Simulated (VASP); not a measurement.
## H2CS2O: single point with PBE+D3(BJ)

The system is H2CS2O.

```
O H S C
1.0
     8.30103    0.00000    0.00000
     0.00000    8.30103    0.00000
     0.00000    0.00000    8.30103
O H S C
4 8 8 4
Cartesian
  4.1895 7.3200 2.9190
  6.6488 1.6204 4.6282
  0.8926 4.4722 6.2516
  7.6262 1.8539 1.6332
  4.4541 7.5150 1.9308
  3.5722 6.6888 2.5676
  6.6851 0.9215 5.3745
  6.6924 1.0300 3.8391
  -0.0572 4.6753 5.9957
  1.1275 5.3329 6.5531
  8.1590 1.9100 2.3717
  7.8380 0.8712 1.5492
  2.0140 1.0663 8.1091
  3.1679 0.7316 5.2012
  1.5430 4.4712 3.5116
  3.6920 4.6203 1.3094
  5.9641 8.2787 8.4105
  6.1265 6.7162 5.7460
  9.0503 7.6470 2.1925
  7.1429 5.2329 1.9275
  2.5834 0.8444 6.7211
  2.5194 4.4336 2.2928
  6.2323 7.4549 7.0820
  7.9341 6.5650 2.2321
```

```
Program                : VASP 6.6.1
Task                   : single point
Functional             : PBE
Dispersion             : D3(BJ)
Potentials or basis    : VASP PAW PBE potentials, release 64 (O, H, S, C)
Cutoff                 : 520 eV
k mesh                 : 1 × 1 × 1
Occupations            : fermi-dirac, width 0.02 eV
Spin                   : no spin polarisation
Dipole correction      : no
Further INCAR settings : ALGO = Normal; EDIFF = 1e-06; NBANDS = 66
```

- Pressure: 0.5 GPa
- Largest force: 4.895 eV/Å
- Dispersion energy per atom: -0.071 eV

Forces in eV/Å, atoms in the order of the input:
```
O    1.252  1.264 -2.829
O    0.239 -1.832  0.982
O   -2.061 -0.798 -0.750
O   -1.543 -1.434 -2.512
H    0.367  0.413  2.242
H   -1.495 -1.554  0.642
H   -0.093  1.533 -1.321
H   -0.152  0.530  0.233
H    0.950 -0.758  0.248
H    0.997  1.584  0.767
H    2.166  1.578  3.525
H   -0.725  0.724 -0.842
S   -0.657  0.336  1.732
S   -0.991  0.038  2.764
S    0.381 -0.670 -0.414
S    0.608 -0.260 -1.314
S    0.480 -0.492 -1.165
S    0.416 -0.857 -1.176
S    0.233  0.182  0.732
S   -0.191  1.015  0.613
C    1.690 -0.160 -4.591
C   -0.508  0.375  1.546
C   -1.172  1.133  2.091
C   -0.191 -1.889 -1.204
```

Stress tensor (GPa, compression positive):
```
 0.97  0.68  0.59
 0.68  0.47  0.46
 0.59  0.46 -0.04
```

Levels at points of the mesh, in eV from the Fermi level:
| k point | band 45 | band 46 | band 47 | band 48 | band 49 | band 50 | band 51 | band 52 |
| --- | --- | --- | --- | --- | --- | --- | --- | --- |
| (0.00, 0.00, 0.00) | -0.83 | -0.61 | -0.55 | -0.49 | 2.30 | 2.35 | 2.43 | 2.61 |

Wall time 100 s on 1 thread of Intel Xeon 8259CL (shared host), peak memory 0.61 GiB.

Caveat: the k points lie up to 0.76 Å⁻¹ apart.
